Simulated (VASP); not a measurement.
Here is a VASP 6.6.1 calculation.

The input INCAR:

```
  PREC = Accurate
  ENCUT = 520
  EDIFF = 1E-7
  ISMEAR = -1
  SIGMA = 0.1
  LREAL = False
  LASPH = True
  NELM = 100
  ALGO = Normal
  ISIF = 2
  LWAVE = False
  LCHARG = False
  GGA = PE
  NBANDS = 90
```

File KPOINTS:

```
Automatic mesh
0
Gamma
  2 2 3
```

File POSCAR:

```
Tl12H
1.0
    6.9200000000      0.0000000000      0.0000000000
   -5.1900000000      8.9893440000      0.0000000000
    0.0000000000      0.0000000000      5.5325400000
Tl H
12 1
Direct
   -0.0664490844     -0.0442635191     -0.0790595278
    0.1521447992      0.2122624298      0.5439816070
    0.0334616092      0.3617060377     -0.0297331786
    0.1576569126      0.5732342649      0.5023190072
    0.0078626799      0.6936434961     -0.0612738453
    0.1265515495      0.8999878078      0.4087092005
    0.4767976109      0.0122812076     -0.0671843312
    0.6464928220      0.2222409110      0.5352152899
    0.5607425247      0.3595256784     -0.0022232103
    0.6301376588      0.5124956838      0.4152523073
    0.4860875796      0.6518161948      0.0327155339
    0.6595405003      0.8776724976      0.4529022836
   -0.1865162275      0.1252037969      0.3557498003
```

Potentials or basis: VASP PAW PBE potentials, release 64 (Tl_d, H).

Launch:

```console
$ cat potpaw_PBE.64/Tl_d/POTCAR potpaw_PBE.64/H/POTCAR > POTCAR
$ mpirun -np 1 vasp_std > vasp.out
```

Problem. Predict the band gap on the k mesh.

Solution. Zero (an odd number of electrons rules out a gap without spin polarisation).

Problem. Predict the pressure.

Solution. 6.6 GPa.

Problem. Predict the largest force.

Solution. 2.374 eV/Å.

Forces on the atoms (eV/Å):
```
Tl  -0.272  0.860  0.330
Tl  -0.008  0.228 -0.392
Tl  -0.026 -0.454  0.442
Tl   0.075 -0.044 -0.324
Tl   0.175 -0.578  0.020
Tl   0.714 -0.077  0.169
Tl   0.124 -0.382  0.649
Tl   0.403  0.052 -1.030
Tl  -0.229 -1.202 -1.236
Tl   0.026  1.040  2.134
Tl  -0.443  0.447 -0.827
Tl  -0.558  0.154  0.006
H    0.019 -0.042  0.058
```

Caveat: the k points lie up to 0.46 Å⁻¹ apart, too coarse for converged energies and pressures of a metal; the atoms stand as in a frame of molecular dynamics; spin-orbit coupling is left out, which moves the levels of the heavy elements.
